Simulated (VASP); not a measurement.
Set up this calculation in VASP 6.6.1, as the native input.

```yaml
Task: band structure
Functional: r2SCAN
Potentials_or_basis: VASP PAW PBE potentials, release 64 (Zr_sv, S)
Cutoff: 300 eV
k_mesh: 6 × 6 × 3
Occupations: gaussian, width 0.03 eV
Spin: no spin polarisation
Tolerance_level: standard
Purpose: bands
Route: KPOINTS_OPT
Further_INCAR_settings: ALGO = Normal; EDIFF = 1e-06; NBANDS = 25
```

The structure of ZrS2 lies in POSCAR:

```
ZrS2
1.0
    3.6913825498      0.0000000000      0.0000000000
   -1.8456912749      3.1968310632      0.0000000000
    0.0000000000      0.0000000000      6.0410770100
Zr S
1 2
Direct
    0.0000000000      0.0000000000      0.0000000000
    0.3333333333      0.6666666667      0.2379099700
    0.6666666667      0.3333333333      0.7620900300
```

These files were run (other wordings do the same):

INCAR

```
METAGGA = R2SCAN ; ISMEAR = 0
SIGMA = 0.03 ; LWAVE = F
LCHARG = F ; NBANDS = 25
PREC = Accurate ; LASPH = T
LREAL = F ; ALGO = Normal
EDIFF = 1E-6 ; NELM = 120
GGA_COMPAT = F ; ENCUT = 300
EFERMI = MIDGAP ; LMAXMIX = 4
LMIXTAU = T
```

KPOINTS

```
Automatic mesh
0
Gamma
  6 6 3
  0 0 0
```

KPOINTS_OPT

```
path GMKGALHA,LM,KH
12
line-mode
reciprocal
 0.0000000000  0.0000000000  0.0000000000  G
 0.5000000000  0.0000000000  0.0000000000  M

 0.5000000000  0.0000000000  0.0000000000  M
 0.3333333333  0.3333333333  0.0000000000  K

 0.3333333333  0.3333333333  0.0000000000  K
 0.0000000000  0.0000000000  0.0000000000  G

 0.0000000000  0.0000000000  0.0000000000  G
 0.0000000000  0.0000000000  0.5000000000  A

 0.0000000000  0.0000000000  0.5000000000  A
 0.5000000000  0.0000000000  0.5000000000  L

 0.5000000000  0.0000000000  0.5000000000  L
 0.3333333333  0.3333333333  0.5000000000  H

 0.3333333333  0.3333333333  0.5000000000  H
 0.0000000000  0.0000000000  0.5000000000  A

 0.5000000000  0.0000000000  0.5000000000  L
 0.5000000000  0.0000000000  0.0000000000  M

 0.3333333333  0.3333333333  0.0000000000  K
 0.3333333333  0.3333333333  0.5000000000  H
```

Potentials or basis: VASP PAW PBE potentials, release 64 (Zr_sv, S).

Command:

```bash
$ cat potpaw_PBE.64/Zr_sv/POTCAR potpaw_PBE.64/S/POTCAR > POTCAR
$ mpirun -np 1 vasp_std > vasp.out
```

It gave:

| Quantity | Value |
| --- | --- |
| Pressure | -0.2 GPa |
| Largest force | 0.011 eV/Å |
| Band gap on the k mesh | 1.44 eV (least direct gap 1.95 eV) |
| Band gap along the path | 1.34 eV (least direct gap 1.95 eV) |

Caveat: the cutoff is under 1.25 times the usual one of these potentials, so pressure, stress and relaxed cells hold a basis-set (Pulay) error; the PAW data sets were made with another functional, which shifts forces and pressure a little; the mesh misses the band edges, which the band path finds closer together.

Wall time 3.4 min on 1 thread of AMD EPYC 7R13 Processor (Zen 3), with other jobs on the host, peak memory 0.14 GiB.
